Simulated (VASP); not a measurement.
Set up this calculation in VASP 6.6.1, as the native input.

```
Task                   : single point
Functional             : r2SCAN
Potentials or basis    : VASP PAW PBE potentials, release 64 (Ta_pv, N)
Cutoff                 : 520 eV
k mesh                 : 10 × 10 × 4
Occupations            : fermi-dirac, width 0.05 eV
Spin                   : no spin polarisation
Dipole correction      : no
Further INCAR settings : ALGO = Normal; EDIFF = 1e-06; NBANDS = 27
```

Ta3N:

```
Ta N
1.0
     3.07213    0.00000    0.00000
    -1.53606    2.66054    0.00000
     0.00000    0.00000    7.62315
Ta N
3 1
Direct
  0.66667 0.33333 0.82607
  0.33333 0.66667 0.17393
  0.00000 0.00000 0.50000
  0.00000 0.00000 0.00000
```

These files were run (other wordings do the same):

POSCAR

```
Ta3N
1.0
    3.0721262478      0.0000000000      0.0000000000
   -1.5360631240      2.6605393743      0.0000000000
    0.0000000000      0.0000000000      7.6231501572
Ta N
3 1
Direct
    0.6666666667      0.3333333333      0.8260700000
    0.3333333333      0.6666666667      0.1739300000
    0.0000000000      0.0000000000      0.5000000000
    0.0000000000      0.0000000000      0.0000000000
```

INCAR.step1

```
SYSTEM = Ta3N
ALGO = Normal
EDIFF = 1E-4
ENCUT = 520
GGA = PE
ISMEAR = -1
LASPH = .True.
LCHARG = .False.
LREAL = .False.
LWAVE = .True.
NBANDS = 27
NELM = 100
PREC = Accurate
SIGMA = 0.05
```

INCAR.step2

```
SYSTEM = Ta3N
ALGO = Normal
EDIFF = 1E-6
ENCUT = 520
ISIF = 2
ISMEAR = -1
ISTART = 1
LASPH = .True.
LCHARG = .False.
LMIXTAU = .True.
LREAL = .False.
LWAVE = .False.
METAGGA = R2SCAN
NBANDS = 27
NELM = 100
PREC = Accurate
SIGMA = 0.05
```

KPOINTS

```
k-points
0
Gamma
  10 10 4
  0 0 0
```

Potentials or basis: VASP PAW PBE potentials, release 64 (Ta_pv, N).

Run with:

```bash
$ cat potpaw_PBE.64/Ta_pv/POTCAR potpaw_PBE.64/N/POTCAR > POTCAR
$ cp INCAR.step1 INCAR
$ mpirun -np 1 vasp_std > vasp.out
$ cp INCAR.step2 INCAR
$ mpirun -np 1 vasp_std > vasp.out
```

Results of the run:

| Item | Value |
| --- | --- |
| Pressure | -12.1 GPa |
| Largest force | 0.224 eV/Å |
| Band gap on the k mesh | zero (band 19 reaches 6.47 eV, above the bottom of band 20 at 6.00 eV) |

Caveat: the PAW data sets were made with another functional, which shifts forces and pressure a little; spin-orbit coupling is left out, which moves the levels of the heavy elements.

Wall time 2.1 min on 1 thread of Intel(R) Xeon(R) 6975P-C (Granite Rapids) (shared host), peak memory 0.23 GiB.
